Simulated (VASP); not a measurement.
Pd2Au:

```xyz
6
Lattice="3.8459 0.0000 0.0000 0.0000 3.8459 0.0000 0.0000 0.0000 5.8681" Properties=species:S:1:pos:R:3 pbc="T T T"
Pd    0.0000    0.0000    0.0000
Pd    1.9230    1.9230    0.0000
Pd    0.0000    1.9230    1.5844
Pd    1.9230    0.0000    4.2837
Au    0.0000    1.9230    4.1077
Au    1.9230    0.0000    1.7604
```

| Quantity | Value |
| --- | --- |
| Program | VASP 6.6.1 |
| Task | relaxation of cell and atoms |
| Functional | PBE |
| Potentials or basis | VASP PAW PBE potentials, release 64 (Pd, Au) |
| Cutoff | 600 eV |
| k mesh | 4 × 4 × 4 |
| Occupations | gaussian, width 0.1 eV |
| Spin | no spin polarisation |

At the start: pressure 49.0 GPa; volume 14.47 Å³/atom.

How do energy, volume and symmetry change on relaxing?

Over 16 steps the energy falls by 501.4 meV/atom and the volume is 17.21 Å³/atom (+19.0 %); space group P4/nmm (No. 129, to 0.05 Å).

The path:
| step | energy change (eV) | largest force (eV/Å) | pressure (GPa) | volume (Å³) |
| --- | --- | --- | --- | --- |
| 1 | 0.0000 | 2.8490 | 49.02 | 86.79 |
| 2 | 1.5395 | 0.6102 | -16.90 | 155.03 |
| 3 | -2.5945 | 0.3314 | -3.94 | 109.20 |
| 4 | -2.6263 | 0.2557 | -1.80 | 107.27 |
| 5 | -2.6316 | 0.2058 | -0.40 | 106.13 |
| 6 | -2.7671 | 0.4578 | -1.09 | 105.99 |
| 7 | -2.9088 | 0.6054 | -0.40 | 105.05 |
| 8 | -2.9153 | 0.6399 | -0.99 | 105.36 |
| 9 | -2.9170 | 0.6340 | -0.85 | 105.28 |
| 10 | -2.9752 | 0.3989 | 0.62 | 103.44 |
| 11 | -2.9768 | 0.3667 | 0.97 | 103.09 |
| 12 | -3.0000 | 0.1464 | -1.60 | 104.43 |
| 13 | -3.0039 | 0.0318 | -0.98 | 104.06 |
| 14 | -3.0039 | 0.1013 | 1.10 | 102.39 |
| 15 | -3.0081 | 0.0566 | 0.05 | 103.21 |
| 16 | -3.0086 | 0.0358 | -0.02 | 103.28 |

Final structure:
```
Pd Au
1.0
     3.87398    0.00000    0.00000
     0.00000    3.87398    0.00000
     0.00000    0.00000    6.88206
Pd Au
4 2
Direct
  0.00000 0.00000 0.00000
  0.50000 0.50000 0.00000
  0.00000 0.50000 0.29593
  0.50000 0.00000 0.70407
  0.00000 0.50000 0.68726
  0.50000 0.00000 0.31274
```

Caveat: the k points lie up to 0.41 Å⁻¹ apart in the final cell; the volume moved by over 15 % at a fixed basis, so the end points are rough.
